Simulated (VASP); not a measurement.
# ZrS: single point with PBEsol

The system is ZrS.

```
Zr S
1.0
     2.50558    2.50558    0.00000
    -2.60245    2.60245    0.00000
     0.00000    0.00000    5.20490
Zr S
2 2
Cartesian
  0.0000 0.0000 0.0000
  -0.0484 2.5540 2.6024
  -0.0484 2.5540 0.0000
  0.0000 0.0000 2.6024
```

This cell differs from its parent crystal: uniaxial strain along a: -3.0 %.

```json
{"Program": "VASP 6.6.1", "Task": "single point", "Functional": "PBEsol", "Potentials or basis": "VASP PAW PBE potentials, release 64 (Zr_sv, S)", "Cutoff": "520 eV", "k mesh": "14 × 14 × 10", "Occupations": "gaussian, width 0.1 eV", "Spin": "no spin polarisation"}
```

- Pressure: 2.7 GPa
- Band gap on the k mesh: zero (band 18 reaches 12.92 eV, above the bottom of band 19 at 9.76 eV)

Stress tensor (GPa, compression positive):
```
 4.72  0.91  0.00
 0.91  4.72  0.00
 0.00  0.00 -1.26
```

Levels at points of the mesh, in eV from the Fermi level:
```csv
k point,band 14,band 15,band 16,band 17,band 18,band 19,band 20,band 21,band 22,band 23
"(0.00, 0.00, 0.00)",-3.78,-3.62,-3.58,-3.39,-1.67,-1.66,-1.22,-0.82,-0.71,0.49
"(0.50, 0.00, 0.00)",-6.26,-5.76,-5.76,0.33,0.33,0.76,0.76,1.27,1.27,2.24
"(0.00, 0.50, 0.00)",-5.86,-5.86,-5.86,0.55,0.55,1.03,1.03,1.10,1.10,1.53
"(0.50, 0.50, 0.00)",-4.53,-4.51,-4.51,-3.77,-3.77,0.54,0.54,2.49,2.49,2.52
"(0.00, 0.00, 0.50)",-4.50,-4.20,-4.20,-2.90,-2.90,-0.16,-0.16,1.17,1.17,1.45
"(0.50, 0.00, 0.50)",-6.42,-6.22,-6.22,1.50,1.50,1.68,1.68,1.87,1.87,2.26
"(0.00, 0.50, 0.50)",-6.23,-6.02,-6.02,1.36,1.36,1.66,1.66,1.99,1.99,2.00
"(0.50, 0.50, 0.50)",-6.10,-5.93,-5.93,-0.17,-0.17,-0.08,-0.08,1.86,1.86,2.73
```

It took 3.6 min on 1 thread of Intel(R) Xeon(R) 6975P-C (Granite Rapids), with other jobs on the host, peak memory 0.6 GiB.

Caveat: the cell differs from its parent crystal (uniaxial strain along a: -3.0 %); the PAW data sets were made with another functional, which shifts forces and pressure a little.
